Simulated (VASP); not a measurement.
# AlP (v.bA) (F-43m) in VASP: a series of runs

AlP (v.bA) is run at these levels: PBE; tasks: single point.

Everything below comes from runs of VASP 6.6.1. Logs are shortened: lines on timing, memory, paths and dates and some standing lists are left out, and cuts for length are marked.

### Step 1. The cell of the first run

Symmetry: F-43m, No. 216, cubic system. The conventional cell has a = 5.470 Å, b = 5.470 Å, c = 5.470 Å, α = 90.00°, β = 90.00°, γ = 90.00°. Al (site symmetry -43m) has 4 P at 2.37 Å within 3.1 Å. Within 3.1 Å of P (site symmetry -43m) lie 4 Al at 2.37 Å.

### Step 2. Single point, PBE

Contents of INCAR:

```
SYSTEM = AlP
ALGO = Normal ; EDIFF = 1E-6
ENCUT = 500 ; GGA = PE
GGA_COMPAT = .False. ; ISIF = 2
ISMEAR = 0 ; LASPH = .True.
LCHARG = .False. ; LREAL = .False.
LWAVE = .False. ; NBANDS = 11
NELM = 120 ; PREC = Accurate
SIGMA = 0.1
```

Contents of KPOINTS:

```
k-points
0
Gamma
  6 6 6
  0 0 0
```

Contents of POSCAR:

```
AlP
1.0
    0.0000000000      2.7350000000      2.7350000000
    2.7350000000      0.0000000000      2.7350000000
    2.7350000000      2.7350000000      0.0000000000
Al P
1 1
Direct
    0.0000000000      0.0000000000      0.0000000000
    0.2500000000      0.2500000000      0.2500000000
```

Potentials or basis: VASP PAW PBE potentials, release 64 (Al, P).

Run with:

```sh
$ cat potpaw_PBE.64/Al/POTCAR potpaw_PBE.64/P/POTCAR > POTCAR
$ mpirun -np 1 vasp_std > vasp.out
```

OUTCAR:

```text
SYSTEM = AlP
   EDIFF = 1E-6
   ENCUT = 500
   GGA = PE
   ISIF = 2
   ISMEAR = 0
   LASPH = .True.
   LREAL = .False.
   NELM = 120
   PREC = Accurate

 ion  position               nearest neighbor table
   1  0.000  0.000  0.000-   2 2.37   2 2.37   2 2.37   2 2.37
   2  0.250  0.250  0.250-   1 2.37   1 2.37   1 2.37   1 2.37

  LATTYP: Found a face centered cubic cell.
 ALAT       =     5.4700000000

  Lattice vectors:

 A1 = (   0.0000000000,   2.7350000000,   2.7350000000)
 A2 = (   2.7350000000,   0.0000000000,   2.7350000000)
 A3 = (   2.7350000000,   2.7350000000,   0.0000000000)

Analysis of symmetry for initial positions (statically):
=====================================================================
 Subroutine PRICEL returns:
 Original cell was already a primitive cell.

 Routine SETGRP: Setting up the symmetry group for a
 face centered cubic supercell.

 Subroutine GETGRP returns: Found 24 space group operations
 (whereof 24 operations were pure point group operations)
 out of a pool of 48 trial point group operations.

The static configuration has the point symmetry T_d .

Analysis of symmetry for dynamics (positions and initial velocities):
=====================================================================
 Subroutine PRICEL returns:
 Original cell was already a primitive cell.

 Routine SETGRP: Setting up the symmetry group for a
 face centered cubic supercell.

 Subroutine GETGRP returns: Found 24 space group operations
 (whereof 24 operations were pure point group operations)
 out of a pool of 48 trial point group operations.

The dynamic configuration has the point symmetry T_d .

 Subroutine INISYM returns: Found 24 space group operations
 (whereof 24 operations are pure point group operations),
 and found     1 'primitive' translations

----------------------------------------------------------------------------------------

                                     Primitive cell

  volume of cell :      40.9168

  direct lattice vectors                    reciprocal lattice vectors
     0.000000000  2.735000000  2.735000000    -0.182815356  0.182815356  0.182815356
     2.735000000  0.000000000  2.735000000     0.182815356 -0.182815356  0.182815356
     2.735000000  2.735000000  0.000000000     0.182815356  0.182815356 -0.182815356

  length of vectors
     3.867874093  3.867874093  3.867874093     0.316645486  0.316645486  0.316645486

  position of ions in fractional coordinates (direct lattice)
     0.000000000  0.000000000  0.000000000
     0.250000000  0.250000000  0.250000000

  ion indices of the primitive-cell ions
   primitive index   ion index
                 1           1
                 2           2

----------------------------------------------------------------------------------------

 KPOINTS: k-points

Automatic generation of k-mesh.
 Grid dimensions read from file:
 generate k-points for:    6    6    6

 Generating k-lattice:

  Cartesian coordinates                     Fractional coordinates (reciprocal lattice)
    -0.030469226  0.030469226  0.030469226     0.166666667  0.000000000  0.000000000
     0.030469226 -0.030469226  0.030469226     0.000000000  0.166666667  0.000000000
     0.030469226  0.030469226 -0.030469226     0.000000000  0.000000000  0.166666667

  Length of vectors
     0.052774248  0.052774248  0.052774248

  Shift w.r.t. Gamma in fractional coordinates (k-lattice)
     0.000000000  0.000000000  0.000000000

 Subroutine IBZKPT returns following result:
 ===========================================

 Found     16 irreducible k-points:

 Following reciprocal coordinates:
            Coordinates               Weight
  0.000000  0.000000  0.000000      1.000000
  0.166667  0.000000  0.000000      8.000000
  0.333333  0.000000  0.000000      8.000000
  0.500000  0.000000  0.000000      4.000000
  0.166667  0.166667  0.000000      6.000000
  0.333333  0.166667  0.000000     24.000000
[... 8 lines left out ...]
 -0.333333  0.333333  0.166667     24.000000
 -0.333333  0.500000  0.166667     12.000000
   k-points           NKPTS =     16   k-points in BZ     NKDIM =     16   number of bands    NBANDS=     11
   number of dos      NEDOS =    301   number of ions     NIONS =      2
   total plane-waves  NPLWV =  21952
   dimension x,y,z NGX =    28 NGY =   28 NGZ =   28
   dimension x,y,z NGXF=    56 NGYF=   56 NGZF=   56
   ions per type =               1   1
   NGX,Y,Z   is equivalent  to a cutoff of  12.03, 12.03, 12.03 a.u.
   NGXF,Y,Z  is equivalent  to a cutoff of  24.07, 24.07, 24.07 a.u.
 SYSTEM =  AlP
   PREC   = accura    normal or accurate (medium, high low for compatibility)
   ISTART =      0    job   : 0-new  1-cont  2-samecut
   ICHARG =      2    charge: 1-file 2-atom 10-const
   ISPIN  =      1    spin polarized calculation?
   LNONCOLLINEAR =      F non collinear calculations
   LSORBIT =      F    spin-orbit coupling
   LASPH  =      T    aspherical Exc in radial PAW
   ENCUT  =  500.0 eV  36.75 Ry    6.06 a.u.   7.05  7.05  7.05*2*pi/ulx,y,z
   NELM   =    120;   NELMIN=  2; NELMDL= -5     # of ELM steps
   EDIFF  = 0.1E-05   stopping-criterion for ELM
   LREAL  =      F    real-space projection
   EDIFFG = 0.1E-04   stopping-criterion for IOM
   NSW    =      0    number of steps for IOM
   IBRION =     -1    ionic relax: 0-MD 1-quasi-New 2-CG
   NFREE  =      0    steps in history (QN), initial steepest desc. (CG)
   ISIF   =      2    stress and relaxation
   ISYM   =      2    0-nonsym 1-usesym 2-fastsym
   POTIM  = 0.5000    time-step for ionic-motion
   TEBEG  =    0.0;   TEEND  =   0.0 temperature during run
   PSTRESS=    0.0 pullay stress
   NELECT =       8.0000    total number of electrons
   NUPDOWN=      -1.0000    fix difference up-down
   EMIN   =  10.00;   EMAX   =-10.00  energy-range for DOS
   EFERMI =   0.00;   METHOD = LEGACY
   ISMEAR =     0;   SIGMA  =   0.10  broadening in eV -4-tet -1-fermi 0-gaus
   EFERMI_NEDOS =   21; number of points for ismear=-14 and -15
   IALGO  =     38    algorithm
   IMIX   =      4    mixing-type and parameters
     AMIX     =   0.40;   BMIX     =  1.00
     AMIX_MAG =   1.60;   BMIX_MAG =  1.00
  volume/ion in A,a.u.               =      20.46       138.06
  Fermi-wavevector in a.u.,A,eV,Ry     =   0.950176  1.795573 12.283814  0.902835
  Thomas-Fermi vector in A             =   2.078528
   LORBIT       =      0    0 simple, 1 ext, 2 COOP (PROOUT), +10 PAW based schemes
   GGA     = PE    functional components
   LHFCALC =     F    Hartree Fock is set to
   AEXX    =    0.0000 exact exchange contribution
   IVDW    =     0    specifies the selected vdW correction
   LEPSILON=     F    determine dielectric tensor
   LRPA    =     F    only Hartree local field effects (RPA)
 non-spin polarized calculation
 Gauss-broadening in eV      SIGMA  =   0.10
  energy-cutoff  :      500.00
  volume of cell :       40.92
 maximum number of plane-waves:      1056
   NGX = 15   NGY = 15   NGZ = 15

 number of electron       8.0000000 magnetization

 Free energy of the ion-electron system (eV)
  ---------------------------------------------------
  ext. energy  EPLUGINS =         0.00000000
  ---------------------------------------------------
  free energy    TOTEN  =       -10.36493793 eV

  energy without entropy =      -10.36493793  energy(sigma->0) =      -10.36493793

 E-fermi :   4.9462     XC(G=0):  -9.1856

 val. band max:        4.5347682234   @ k =   0.0000   0.0000   0.0000
 cond. band min:       6.1221130465   @ k =   0.5000   0.5000   0.0000
 fundamental gap:      1.5873448231
 Fermi energy:         4.9461881363

 k-point     1 :       0.0000    0.0000    0.0000
  band No.  band energies     occupation
      1      -6.9397      2.00000
      2       4.5348      2.00000
      3       4.5348      2.00000
      4       4.5348      2.00000
      5       7.7929      0.00000
      6       9.0857      0.00000
      7       9.0857      0.00000
      8       9.0857      0.00000
      9      13.3608      0.00000
     10      13.3608      0.00000
     11      14.7850      0.00000

 k-point     2 :       0.1667    0.0000    0.0000
  band No.  band energies     occupation
      1      -6.6385      2.00000
      2       2.6675      2.00000
      3       4.2934      2.00000
      4       4.2934      2.00000
      5       8.1349      0.00000
      6       9.5185      0.00000
      7       9.5185      0.00000
      8      10.1679      0.00000
      9      12.7234      0.00000
     10      12.7234      0.00000
     11      15.3698      0.00000

 k-point     3 :       0.3333    0.0000    0.0000
  band No.  band energies     occupation
      1      -5.8548      2.00000
      2       0.2137      2.00000
      3       3.9235      2.00000
      4       3.9235      2.00000
      5       7.5659      0.00000
      6       9.5754      0.00000
      7       9.5754      0.00000
      8      12.4403      0.00000
      9      13.6503      0.00000
     10      13.6503      0.00000
     11      14.8365      0.00000

 k-point     4 :       0.5000    0.0000    0.0000
  band No.  band energies     occupation
      1      -5.2735      2.00000
      2      -0.9701      2.00000
      3       3.7742      2.00000
      4       3.7742      2.00000
      5       7.3276      0.00000
      6       9.3500      0.00000
      7       9.3500      0.00000
      8      12.7926      0.00000
      9      16.0472      0.00000
     10      16.0472      0.00000
     11      16.3329      0.00000

 k-point     5 :       0.1667    0.1667    0.0000
  band No.  band energies     occupation
      1      -6.5368      2.00000
      2       2.8383      2.00000
      3       3.7935      2.00000
      4       3.7935      2.00000
      5       8.1198      0.00000
      6       9.1893      0.00000
      7      10.3817      0.00000
      8      10.3817      0.00000
      9      11.6444      0.00000
     10      13.8844      0.00000
     11      16.5778      0.00000
[... 99 lines left out ...]
 k-point    13 :       0.5000    0.5000    0.0000
  band No.  band energies     occupation
      1      -4.6154      2.00000
      2      -0.7562      2.00000
      3       2.4426      2.00000
      4       2.4426      2.00000
      5       6.1221      0.00000
      6       7.0016      0.00000
      7      15.5583      0.00000
      8      15.5583      0.00000
      9      16.5394      0.00000
     10      16.6004      0.00000
     11      16.6004      0.00000

 k-point    14 :       0.5000    0.3333    0.1667
  band No.  band energies     occupation
      1      -5.2345      2.00000
      2       0.1241      2.00000
      3       1.8762      2.00000
      4       2.9540      2.00000
      5       8.3880      0.00000
      6       9.3600      0.00000
      7      10.0234      0.00000
      8      12.7338      0.00000
      9      13.8616      0.00000
     10      15.9939      0.00000
     11      17.8784      0.00000

 k-point    15 :      -0.3333    0.3333    0.1667
  band No.  band energies     occupation
      1      -4.7788      2.00000
      2      -0.4391      2.00000
      3       1.4248      2.00000
      4       2.5654      2.00000
      5       8.5826      0.00000
      6       9.4952      0.00000
      7      11.4016      0.00000
      8      12.1777      0.00000
      9      13.3917      0.00000
     10      16.4403      0.00000
     11      17.4192      0.00000

 k-point    16 :      -0.3333    0.5000    0.1667
  band No.  band energies     occupation
      1      -4.5791      2.00000
      2      -0.4925      2.00000
      3       1.6446      2.00000
      4       1.8851      2.00000
      5       7.8529      0.00000
      6       8.8381      0.00000
      7      12.1690      0.00000
      8      12.5163      0.00000
      9      15.7461      0.00000
     10      16.4597      0.00000
     11      17.7724      0.00000

------------------------ aborting loop because EDIFF is reached ----------------------------------------

  FORCE on cell =-STRESS in cart. coord.  units (eV):
  Direction    XX          YY          ZZ          XY          YZ          ZX
  --------------------------------------------------------------------------------------
  -------------------------------------------------------------------------------------
  Total        0.4390570      0.4390570      0.4390570     -0.0000000     -0.0000000     -0.0000000
  in kB       17.1921231     17.1921231     17.1921231     -0.0000000     -0.0000000     -0.0000000
  external PRESSURE =      17.1921231 kB  Pullay stress =       0.0000000 kB

 VOLUME and BASIS-vectors are now :
 -----------------------------------------------------------------------------
  energy-cutoff  :      500.00
  volume of cell :       40.92
      direct lattice vectors                 reciprocal lattice vectors
     0.000000000  2.735000000  2.735000000    -0.182815356  0.182815356  0.182815356
     2.735000000  0.000000000  2.735000000     0.182815356 -0.182815356  0.182815356
     2.735000000  2.735000000  0.000000000     0.182815356  0.182815356 -0.182815356

 POSITION                                       TOTAL-FORCE (eV/Angst)
 -----------------------------------------------------------------------------------
      0.00000      0.00000      0.00000         0.000000      0.000000      0.000000
      1.36750      1.36750      1.36750        -0.000000     -0.000000     -0.000000
 -----------------------------------------------------------------------------------
    total drift:                               -0.000000     -0.000000      0.000000

  FREE ENERGIE OF THE ION-ELECTRON SYSTEM (eV)
  ---------------------------------------------------
  free  energy   TOTEN  =       -10.3649379312 eV

  energy  without entropy=      -10.3649379312  energy(sigma->0) =      -10.36493793
```

Wall time 3.5 s (1 thread of Intel Xeon 6975P-C (Granite Rapids), shared host); peak memory 0.15 GiB.

What came out:

```yaml
Free_energy: -10.3649 eV
Pressure: 1.7 GPa
Band_gap_on_the_k_mesh: 1.59 eV, indirect (least direct gap 3.26 eV)
```

A k mesh can miss the band edges. A hybrid or GW would open this gap; PBE tends to underestimate it.

### Step 3. Single point, PBE

This run uses another cell than the first one, of 20.88 Å³/atom, 1.020 times its volume.

Contents of INCAR:

```
SYSTEM = AlP
ALGO = Normal
EDIFF = 1E-6
ENCUT = 500
GGA = PE
GGA_COMPAT = .False.
ISIF = 2
ISMEAR = 0
LASPH = .True.
LCHARG = .False.
LREAL = .False.
LWAVE = .False.
NBANDS = 11
NELM = 120
PREC = Accurate
SIGMA = 0.02
```

Contents of KPOINTS:

```
k-points
0
Gamma
  8 8 8
  0 0 0
```

Contents of POSCAR:

```
AlP
1.0
    0.0000000000      2.7534771646      2.7534771646
    2.7534771646      0.0000000000      2.7534771646
    2.7534771646      2.7534771646      0.0000000000
Al P
1 1
Direct
    0.0000000000      0.0000000000      0.0000000000
    0.2500000000      0.2500000000      0.2500000000
```

Potentials or basis: VASP PAW PBE potentials, release 64 (Al, P).

Run with:

```sh
$ cat potpaw_PBE.64/Al/POTCAR potpaw_PBE.64/P/POTCAR > POTCAR
$ mpirun -np 1 vasp_std > vasp.out
```

Wall time 5.4 s (1 thread of Intel Xeon 6975P-C (Granite Rapids), shared host); peak memory 0.15 GiB.

It converged, with:

```
Free energy            : -10.3768 eV
Pressure               : -0.1 GPa
Band gap on the k mesh : 1.63 eV, indirect (least direct gap 3.09 eV)
```

Levels at points of the mesh, in eV from the valence-band top:
```tsv
k point	band 2	band 3	band 4	band 5	band 6	band 7
(0.00, 0.00, 0.00)	0.00	0.00	0.00	3.09	4.53	4.53
(0.50, 0.00, 0.00)	-5.41	-0.75	-0.75	2.72	4.81	4.81
(0.50, 0.50, 0.00)	-5.22	-2.05	-2.05	1.63	2.47	10.85
```
